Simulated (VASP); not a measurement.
Input of a VASP 6.6.1 run:

Contents of INCAR:

```
SYSTEM = SiO2
PREC     = Accurate       ! precision mode
ENCUT    = 520            ! plane-wave cutoff, eV
EDIFF    = 1E-7           ! SCF threshold, eV
ISMEAR   = 0              ! smearing method
SIGMA    = 0.05           ! smearing width, eV
LREAL    = .False.        ! projectors in reciprocal space
LASPH    = .True.         ! aspherical terms in the spheres
NELM     = 60             ! most SCF steps
ALGO     = Normal         ! electronic algorithm
ISIF     = 2              ! what is computed and relaxed
LWAVE    = .False.        ! write WAVECAR
LCHARG   = .False.        ! write CHGCAR
GGA      = PE             ! functional
NBANDS   = 25             ! bands
```

The input KPOINTS:

```
regular mesh
0
Gamma
  6 6 10
  0 0 0
```

File POSCAR:

```
SiO2
1.0
    4.1369402874      0.0000000000      0.0000000000
    0.0000000000      4.1369402874      0.0000000000
    0.0000000000      0.0000000000      2.7072137241
Si O
2 4
Direct
    0.5000000000      0.5000000000      0.5000000000
    0.0000000000      0.0000000000      0.0000000000
    0.6930127928      0.6930127928      0.0000000000
    0.1930127928      0.8069872072      0.5000000000
    0.3069872072      0.3069872072      0.0000000000
    0.8069872072      0.1930127928      0.5000000000
```

Potentials or basis: VASP PAW PBE potentials, release 64 (Si, O).

Launch:

```console
$ cat potpaw_PBE.64/Si/POTCAR potpaw_PBE.64/O/POTCAR > POTCAR
$ mpirun -np 1 vasp_std > vasp.out
```

Task: Predict the band gap on the k mesh.

Result: 5.63 eV.

Task: What does it give for the pressure?

Result: 12.1 GPa.

Stress tensor (GPa, compression positive):
```
15.54  0.00  0.00
 0.00 15.54  0.00
 0.00  0.00  5.37
```

Caveat: the cell stands under pressure. A k mesh can miss the band edges.
